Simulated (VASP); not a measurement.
# CaAu4 (Cmmm) in VASP: further runs

Runs on CaAu4. Level: PBE. Tasks: single point, relaxation of cell and atoms.

All numbers are computed with VASP 6.6.1; they aren't measurements. Logs are shortened: lines on timing, memory, paths and dates and some standing lists are left out, and cuts for length are marked.

## (1) The cell of the first run

It takes space group Cmmm (No. 65, orthorhombic). Conventional cell: a = 4.943 Å, b = 10.420 Å, c = 6.330 Å, α = 90.00°, β = 90.00°, γ = 90.00°. Ca (site symmetry mmm) has 10 Au at 3.09 to 3.20 Å within 4.1 Å. Au (site symmetry mm2) has 3 Au at 2.61 to 2.75 Å and 2 Ca at 3.09 Å within 3.4 Å. Within 3.6 Å of Au (site symmetry m2m) lie 4 Au at 2.72 to 2.75 Å and 3 Ca at 3.18 to 3.20 Å.

The cell was generated, and may not be a known phase.

## (2) Single point, PBE

INCAR reads:

```
SYSTEM = CaAu4
ALGO = Fast
EDIFF = 1E-6
ENCUT = 520
GGA = PE
ISIF = 2
ISMEAR = 0
LASPH = .True.
LCHARG = .False.
LREAL = .False.
LWAVE = .False.
NBANDS = 35
NELM = 80
PREC = Accurate
SIGMA = 0.1
```

KPOINTS reads:

```
k-points
0
Gamma
  4 4 4
  0 0 0
```

POSCAR reads:

```
CaAu4
1.0
    2.4717312769     -5.2101387801      0.0000000000
    2.4717312769      5.2101387801      0.0000000000
    0.0000000000      0.0000000000      6.3304162071
Ca Au
1 4
Direct
    0.0000000000      0.0000000000      0.5000000000
    0.5000000000      0.5000000000      0.7936617543
    0.5000000000      0.5000000000      0.2063382457
    0.3049070795      0.6950929205      0.5000000000
    0.6950929205      0.3049070795      0.5000000000
```

Potentials or basis: VASP PAW PBE potentials, release 64 (Ca_sv, Au).

Launch:

```console
$ cat potpaw_PBE.64/Ca_sv/POTCAR potpaw_PBE.64/Au/POTCAR > POTCAR
$ mpirun -np 1 vasp_std > vasp.out
```

OUTCAR:

```text
SYSTEM = CaAu4
   EDIFF = 1E-6
   ENCUT = 520
   GGA = PE
   ISIF = 2
   ISMEAR = 0
   LASPH = .True.
   LREAL = .False.
   NELM = 80
   PREC = Accurate

 ion  position               nearest neighbor table
   1  0.000  0.000  0.500-   2 3.09   3 3.09   2 3.09   3 3.09   4 3.18   5 3.18   5 3.20   4 3.20
                             5 3.20   4 3.20
   2  0.500  0.500  0.794-   3 2.61   4 2.75   5 2.75   1 3.09   1 3.09
   3  0.500  0.500  0.206-   2 2.61   4 2.75   5 2.75   1 3.09   1 3.09
   4  0.305  0.695  0.500-   5 2.72   5 2.72   3 2.75   2 2.75   1 3.18   1 3.20   1 3.20
   5  0.695  0.305  0.500-   4 2.72   4 2.72   3 2.75   2 2.75   1 3.18   1 3.20   1 3.20

  LATTYP: Found a base centered orthorhombic cell.
 ALAT       =     4.9434625538
 B/A-ratio  =     2.1078904607
 C/A-ratio  =     1.2805631960

  Lattice vectors:

 A1 = (   2.4717312769,  -5.2101387801,   0.0000000000)
 A2 = (   2.4717312769,   5.2101387801,   0.0000000000)
 A3 = (   0.0000000000,   0.0000000000,   6.3304162071)

Analysis of symmetry for initial positions (statically):
=====================================================================
 Subroutine PRICEL returns:
 Original cell was already a primitive cell.

 Routine SETGRP: Setting up the symmetry group for a
 base centered orthorhombic supercell.

 Subroutine GETGRP returns: Found  8 space group operations
 (whereof  8 operations were pure point group operations)
 out of a pool of  8 trial point group operations.

The static configuration has the point symmetry D_2h.

Analysis of symmetry for dynamics (positions and initial velocities):
=====================================================================
 Subroutine PRICEL returns:
 Original cell was already a primitive cell.

 Routine SETGRP: Setting up the symmetry group for a
 base centered orthorhombic supercell.

 Subroutine GETGRP returns: Found  8 space group operations
 (whereof  8 operations were pure point group operations)
 out of a pool of  8 trial point group operations.

The dynamic configuration has the point symmetry D_2h.

 Subroutine INISYM returns: Found  8 space group operations
 (whereof  8 operations are pure point group operations),
 and found     1 'primitive' translations

----------------------------------------------------------------------------------------

                                     Primitive cell

  volume of cell :     163.0470
[... 91 lines left out ...]
   EDIFF  = 0.1E-05   stopping-criterion for ELM
   LREAL  =      F    real-space projection
   EDIFFG = 0.1E-04   stopping-criterion for IOM
   NSW    =      0    number of steps for IOM
   IBRION =     -1    ionic relax: 0-MD 1-quasi-New 2-CG
   NFREE  =      0    steps in history (QN), initial steepest desc. (CG)
   ISIF   =      2    stress and relaxation
   ISYM   =      2    0-nonsym 1-usesym 2-fastsym
   POTIM  = 0.5000    time-step for ionic-motion
   TEBEG  =    0.0;   TEEND  =   0.0 temperature during run
   PSTRESS=    0.0 pullay stress
   NELECT =      54.0000    total number of electrons
   NUPDOWN=      -1.0000    fix difference up-down
   EMIN   =  10.00;   EMAX   =-10.00  energy-range for DOS
   EFERMI =   0.00;   METHOD = LEGACY
   ISMEAR =     0;   SIGMA  =   0.10  broadening in eV -4-tet -1-fermi 0-gaus
   EFERMI_NEDOS =   21; number of points for ismear=-14 and -15
   IALGO  =     68    algorithm
   IMIX   =      4    mixing-type and parameters
     AMIX     =   0.40;   BMIX     =  1.00
     AMIX_MAG =   1.60;   BMIX_MAG =  1.00
  volume/ion in A,a.u.               =      32.61       220.06
  Fermi-wavevector in a.u.,A,eV,Ry     =   1.132666  2.140428 17.455349  1.282932
  Thomas-Fermi vector in A             =   2.269367
   LORBIT       =      0    0 simple, 1 ext, 2 COOP (PROOUT), +10 PAW based schemes
   GGA     = PE    functional components
   LHFCALC =     F    Hartree Fock is set to
   AEXX    =    0.0000 exact exchange contribution
   IVDW    =     0    specifies the selected vdW correction
   LEPSILON=     F    determine dielectric tensor
   LRPA    =     F    only Hartree local field effects (RPA)
 non-spin polarized calculation
 RMM-DIIS sequential band-by-band and
 Gauss-broadening in eV      SIGMA  =   0.10
  energy-cutoff  :      520.00
  volume of cell :      163.05
 maximum number of plane-waves:      4410
 NGX is ok and might be reduce to    48
   NGX = 21   NGY = 21   NGZ = 23

 number of electron      54.0000004 magnetization

 Free energy of the ion-electron system (eV)
  ---------------------------------------------------
  ext. energy  EPLUGINS =         0.00000000
  ---------------------------------------------------
  free energy    TOTEN  =       -15.27947455 eV

  energy without entropy =      -15.27537343  energy(sigma->0) =      -15.27742399

 E-fermi :   2.5207     XC(G=0):  -8.3766

 val. band max:        2.4139781527   @ k =   0.5000   0.2500   0.0000
 cond. band min:       2.5949713977   @ k =   0.5000   0.5000   0.0000
 fundamental gap:      0.1809932450
 Fermi energy:         2.5207412539

 k-point     1 :       0.0000    0.0000    0.0000
  band No.  band energies     occupation
      1     -38.7657      2.00000
      2     -19.8476      2.00000
      3     -19.7451      2.00000
      4     -19.7399      2.00000
      5      -4.2542      2.00000
      6      -2.7028      2.00000
[... 787 lines left out ...]
     34       6.9627      0.00000
     35       8.2972      0.00000

------------------------ aborting loop because EDIFF is reached ----------------------------------------

  FORCE on cell =-STRESS in cart. coord.  units (eV):
  Direction    XX          YY          ZZ          XY          YZ          ZX
  --------------------------------------------------------------------------------------
  -------------------------------------------------------------------------------------
  Total        0.2672093      0.1671200     -0.1399897      0.0000000      0.0000000      0.0000000
  in kB        2.6257257      1.6422003     -1.3756053      0.0000000      0.0000000      0.0000000
  external PRESSURE =       0.9641069 kB  Pullay stress =       0.0000000 kB

 VOLUME and BASIS-vectors are now :
 -----------------------------------------------------------------------------
  energy-cutoff  :      520.00
  volume of cell :      163.05
      direct lattice vectors                 reciprocal lattice vectors
     2.471731277 -5.210138780  0.000000000     0.202287362 -0.095966734  0.000000000
     2.471731277  5.210138780  0.000000000     0.202287362  0.095966734  0.000000000
     0.000000000  0.000000000  6.330416207     0.000000000  0.000000000  0.157967496

 POSITION                                       TOTAL-FORCE (eV/Angst)
 -----------------------------------------------------------------------------------
      0.00000      0.00000      3.16521        -0.000000      0.000000      0.000000
      2.47173      0.00000      5.02421         0.000000      0.000000      0.018853
      2.47173      0.00000      1.30621        -0.000000      0.000000     -0.018853
      2.47173      2.03292      3.16521        -0.000000      0.010436     -0.000000
      2.47173     -2.03292      3.16521        -0.000000     -0.010436      0.000000
 -----------------------------------------------------------------------------------
    total drift:                               -0.000000     -0.000000      0.000000

  FREE ENERGIE OF THE ION-ELECTRON SYSTEM (eV)
  ---------------------------------------------------
  free  energy   TOTEN  =       -15.2794745515 eV

  energy  without entropy=      -15.2753734285  energy(sigma->0) =      -15.27742399
```

Run time: 1.9 min. Hardware: 1 thread of AMD EPYC 9R45 (Zen 5), shared host; peak memory 0.35 GiB.

What came out:

```yaml
Free_energy: -15.2795 eV
Pressure: 0.1 GPa
Largest_force: 0.019 eV/Å
Band_gap_on_the_k_mesh: zero (bands 27 and 28 overlap by 0.86 eV)
```

Forces in eV/Å, atoms in the order of the input:
```
Ca   0.000  0.000  0.000
Au   0.000  0.000  0.019
Au   0.000  0.000 -0.019
Au   0.000  0.010  0.000
Au   0.000 -0.010  0.000
```

Caveat: spin-orbit coupling is left out, which moves the levels of the heavy elements.

## (3) Single point, PBE

This run uses another cell than the first one, of 28.30 Å³/atom.

INCAR reads:

```
ALGO = Normal ; EDIFF = 1E-7
ENCUT = 520 ; GGA = PE
ISIF = 2 ; ISMEAR = 0
LASPH = True ; LCHARG = True
LELF = True ; LREAL = False
LVHAR = True ; LWAVE = False
NBANDS = 35 ; NELM = 60
PREC = Accurate ; SIGMA = 0.1
```

KPOINTS reads:

```
k-points
0
Gamma
  4 4 4
```

POSCAR reads:

```
CaAu4
1.0
    2.1893488100     -5.2254449800      0.0000000000
    2.1893488100      5.2254449800      0.0000000000
    0.0000000000      0.0000000000      6.1842290800
Ca Au
1 4
Direct
    0.0000000000      0.0000000000      0.5000000000
    0.5000000000      0.5000000000      0.7895990000
    0.5000000000      0.5000000000      0.2104010000
    0.3173019000      0.6826981000      0.5000000000
    0.6826981000      0.3173019000      0.5000000000
```

Potentials or basis: VASP PAW PBE potentials, release 64 (Ca_sv, Au).

Launch:

```console
$ cat potpaw_PBE.64/Ca_sv/POTCAR potpaw_PBE.64/Au/POTCAR > POTCAR
$ mpirun -np 1 vasp_std > vasp.out
```

It took 67 s on 1 thread of AMD EPYC 9R45 (Zen 5), shared host; peak memory 0.29 GiB.

It converged, with:

| Property | Result |
| --- | --- |
| Free energy | -14.4053 eV |
| Pressure | 10.8 GPa |
| Largest force | 1.797 eV/Å |
| Band gap on the k mesh | zero (bands 27 and 28 overlap by 1.18 eV) |

Forces on the atoms (eV/Å):
```
Ca   0.000  0.000  0.000
Au   0.000  0.000  1.797
Au   0.000  0.000 -1.797
Au   0.000  0.957  0.000
Au   0.000 -0.957  0.000
```

Stress tensor (GPa, compression positive):
```
12.62  0.00  0.00
 0.00 11.00  0.00
 0.00  0.00  8.86
```

Levels at points of the mesh, in eV from the Fermi level:
| k point | band 25 | band 26 | band 27 | band 28 | band 29 | band 30 |
| --- | --- | --- | --- | --- | --- | --- |
| (0.00, 0.00, 0.00) | -1.48 | -0.70 | -0.31 | 0.65 | 1.32 | 2.35 |
| (0.50, 0.00, 0.00) | -1.95 | -1.46 | -0.01 | 0.38 | 0.58 | 1.56 |
| (0.50, 0.50, 0.00) | -2.20 | -2.04 | -0.12 | 1.28 | 1.38 | 2.86 |
| (0.00, 0.00, 0.50) | -2.29 | -1.88 | 0.64 | 1.95 | 2.37 | 2.87 |
| (0.50, 0.00, 0.50) | -1.86 | -1.74 | -1.49 | 0.51 | 1.61 | 1.83 |
| (0.50, 0.50, 0.50) | -1.78 | -1.78 | -1.28 | -0.09 | 2.91 | 3.66 |

Caveat: the k points lie up to 0.39 Å⁻¹ apart, too coarse for converged energies and pressures of a metal; spin-orbit coupling is left out, which moves the levels of the heavy elements; forces of over 1 eV/Å act on the atoms, so gaps and moduli don't describe the material at rest.

## (4) Relaxation of cell and atoms, PBE

This run uses another cell than the first one, of 28.30 Å³/atom.

INCAR reads:

```
SYSTEM = CaAu4
ALGO = Fast
EDIFF = 1E-6
EDIFFG = -0.04
ENCUT = 600
GGA = PE
IBRION = 2
ISIF = 3
ISMEAR = 0
LASPH = .TRUE.
LCHARG = .FALSE.
LREAL = .FALSE.
LWAVE = .FALSE.
NELM = 100
NSW = 90
PREC = Accurate
SIGMA = 0.1
```

KPOINTS reads:

```
k-points
0
G
  4 4 4
  0 0 0
```

POSCAR is that of step 3.

Launch:

```console
$ cat potpaw_PBE.64/Ca_sv/POTCAR potpaw_PBE.64/Au/POTCAR > POTCAR
$ mpirun -np 1 vasp_std > vasp.out
```

Wall time 18 min (1 thread of AMD EPYC 9R45 (Zen 5), shared host); peak memory 0.39 GiB.

It converged, with:

| Quantity | Value |
| --- | --- |
| Free energy | -15.2688 eV |
| Relaxed volume | 32.81 Å³/atom |
| Relaxed cell | a = 5.756 Å, b = 5.756 Å, c = 6.418 Å, α = 90.00°, β = 90.00°, γ = 129.49° |
| Space group after relaxing (to 0.1 Å) | Cmmm (No. 65) |
| Energy gained by relaxing | 172.6 meV/atom |
| Ionic steps | 14 |
| Pressure after relaxing | 0.0 GPa |
| Largest force after relaxing | 0.040 eV/Å |
| Band gap on the k mesh | zero (bands 27 and 28 overlap by 0.90 eV) |

Forces in eV/Å, atoms in the order of the input:
```
Ca   0.000  0.000  0.000
Au   0.000  0.000 -0.014
Au   0.000  0.000  0.014
Au   0.000  0.040  0.000
Au   0.000 -0.040  0.000
```

Stress tensor (GPa, compression positive):
```
 0.04  0.00  0.00
 0.00  0.00  0.00
 0.00  0.00 -0.15
```

Step by step:
```csv
step,energy change (eV),largest force (eV/Å),pressure (GPa),volume (Å³)
1,0.0000,1.7969,10.88,141.50
2,-0.5199,0.7440,-3.55,184.57
3,-0.8011,0.1517,0.00,165.39
4,-0.8010,0.1283,0.14,164.89
5,-0.8192,0.0816,-0.01,165.38
6,-0.8297,0.2760,-0.16,166.07
7,-0.8424,0.2273,-0.10,165.45
8,-0.8547,0.2864,0.17,163.55
9,-0.8599,0.1201,0.04,163.71
10,-0.8600,0.1124,0.03,163.72
11,-0.8613,0.0596,0.01,163.83
12,-0.8622,0.0516,-0.01,163.99
13,-0.8623,0.0560,-0.01,164.05
14,-0.8632,0.0399,-0.04,164.06
```

Final structure:
```yaml
crystal:
  lattice:
    - [2.45553, -5.20550, 0.00000]
    - [2.45553, 5.20550, 0.00000]
    - [0.00000, 0.00000, 6.41758]
  atoms:
    - { symbol: Ca, position: [0.00000, 0.00000, 0.50000] }
    - { symbol: Au, position: [0.50000, 0.50000, 0.79658] }
    - { symbol: Au, position: [0.50000, 0.50000, 0.20342] }
    - { symbol: Au, position: [0.30817, 0.69183, 0.50000] }
    - { symbol: Au, position: [0.69183, 0.30817, 0.50000] }
```

Levels at points of the mesh, in eV from the Fermi level:
```
           k point  band 24  band 25  band 26  band 27  band 28  band 29  band 30  band 31
(0.00, 0.00, 0.00)    -2.15    -1.51    -0.68    -0.20     0.89     1.24     1.84     3.29
(0.50, 0.00, 0.00)    -2.15    -1.85    -1.49    -0.26     0.36     0.85     1.56     2.27
(0.50, 0.50, 0.00)    -2.20    -2.08    -1.82     0.03     1.17     1.57     1.88     3.30
(0.00, 0.00, 0.50)    -2.43    -2.30    -1.85     0.47     1.86     1.97     2.51     3.15
(0.50, 0.00, 0.50)    -1.79    -1.74    -1.70    -1.43     0.44     1.59     1.96     2.87
(0.50, 0.50, 0.50)    -2.15    -1.72    -1.68    -1.28     0.39     2.49     2.61     3.38
```

Caveat: the k points lie up to 0.35 Å⁻¹ apart in the final cell, too coarse for converged energies and pressures of a metal; the volume moved by over 15 % at a fixed basis, so the end points are rough; spin-orbit coupling is left out, which moves the levels of the heavy elements.

## (5) Single point, PBE

This run uses another cell than the first one, of 31.62 Å³/atom.

INCAR reads:

```
PREC = Accurate ; ENCUT = 520
EDIFF = 1E-7 ; ISMEAR = 0
SIGMA = 0.1 ; LREAL = F
LASPH = T ; NELM = 60
ALGO = Fast ; ISIF = 2
LWAVE = F ; LCHARG = F
GGA = PE ; NBANDS = 35
```

KPOINTS reads:

```
Automatic mesh
0
Gamma
  8 8 6
```

POSCAR reads:

```
CaAu4
1.0
    2.6041046516     -5.4293623342      0.0000000000
    2.6041046516      5.4293623342      0.0000000000
    0.0000000000      0.0000000000      5.5902823045
Ca Au
1 4
Direct
    0.0000000000      0.0000000000      0.5000000000
    0.5000000000      0.5000000000      0.7651088461
    0.5000000000      0.5000000000      0.2348911539
    0.2822957499      0.7177042501      0.5000000000
    0.7177042501      0.2822957499      0.5000000000
```

Launch:

```console
$ cat potpaw_PBE.64/Ca_sv/POTCAR potpaw_PBE.64/Au/POTCAR > POTCAR
$ mpirun -np 1 vasp_std > vasp.out
```

It took 7.6 min on 1 thread of AMD EPYC 9R45 (Zen 5), shared host; peak memory 0.54 GiB.

Results (log left out):

```yaml
Free_energy: -15.2982 eV
Pressure: -0.1 GPa
Largest_force: 0.008 eV/Å
Band_gap_on_the_k_mesh: zero (bands 27 and 28 overlap by 1.48 eV)
```

Forces in eV/Å, atoms in the order of the input:
```
Ca   0.000  0.000  0.000
Au   0.000  0.000  0.008
Au   0.000  0.000 -0.008
Au   0.000 -0.003  0.000
Au   0.000  0.003  0.000
```

Levels at points of the mesh, in eV from the Fermi level:
| k point | band 23 | band 24 | band 25 | band 26 | band 27 | band 28 | band 29 | band 30 | band 31 | band 32 |
| --- | --- | --- | --- | --- | --- | --- | --- | --- | --- | --- |
| (0.00, 0.00, 0.00) | -1.89 | -1.87 | -1.84 | -0.43 | 0.65 | 1.16 | 1.54 | 2.11 | 2.82 | 3.22 |
| (0.50, 0.00, 0.00) | -2.09 | -1.78 | -1.76 | -1.63 | -0.23 | 0.59 | 1.77 | 2.15 | 2.18 | 3.70 |
| (0.50, 0.50, 0.00) | -1.94 | -1.82 | -1.75 | -1.63 | 0.84 | 1.31 | 1.85 | 2.78 | 2.87 | 2.99 |
| (0.00, 0.00, 0.50) | -2.49 | -2.19 | -2.01 | -1.93 | 0.07 | 1.95 | 2.02 | 2.15 | 3.31 | 3.72 |
| (0.50, 0.00, 0.50) | -2.39 | -1.92 | -1.67 | -1.63 | -1.39 | 0.27 | 1.64 | 2.08 | 2.90 | 3.34 |
| (0.50, 0.50, 0.50) | -2.63 | -1.85 | -1.77 | -1.51 | -1.24 | 0.54 | 2.05 | 2.24 | 3.13 | 3.74 |

Caveat: spin-orbit coupling is left out, which moves the levels of the heavy elements.

## (6) Summary

```tsv
task	cell	k mesh	cutoff (eV)	gap on the mesh (eV)	pressure (GPa)	largest force (eV/Å)
single point	a = 5.767, b = 5.767, c = 6.330 Å, angles 90.0, 90.0, 129.2°, 5 atoms, atomic positions A	4 × 4 × 4	520	none	0.1	0.02
single point	a = 5.666, b = 5.666, c = 6.184 Å, angles 90.0, 90.0, 134.5°, 5 atoms, atomic positions B	4 × 4 × 4	520	none	10.8	1.80
relaxation of cell and atoms	relaxed from a = 5.666, b = 5.666, c = 6.184 Å, angles 90.0, 90.0, 134.5°, 5 atoms, atomic positions B	4 × 4 × 4	600	none	0.0	0.04
single point	a = 6.022, b = 6.022, c = 5.590 Å, angles 90.0, 90.0, 128.8°, 5 atoms, atomic positions C	8 × 8 × 6	520	none	-0.1	0.01
```

Alike in all rows: level PBE; potentials or basis VASP PAW PBE potentials, release 64 (Ca_sv, Au); no spin polarisation; smearing gaussian 0.1 eV.

Caveats: some runs use coarse meshes; spin-orbit coupling is left out, which moves the levels of the heavy elements; forces of over 1 eV/Å act on the atoms, so gaps and moduli don't describe the material at rest (at least some runs); the volume moved by over 15 % at a fixed basis, so the end points are rough (at least some runs).

Total energies depend on the potentials used, so only differences within one code and one set of settings carry meaning.

The gap in the log of VASP goes by the Fermi energy; the results here count the filled bands.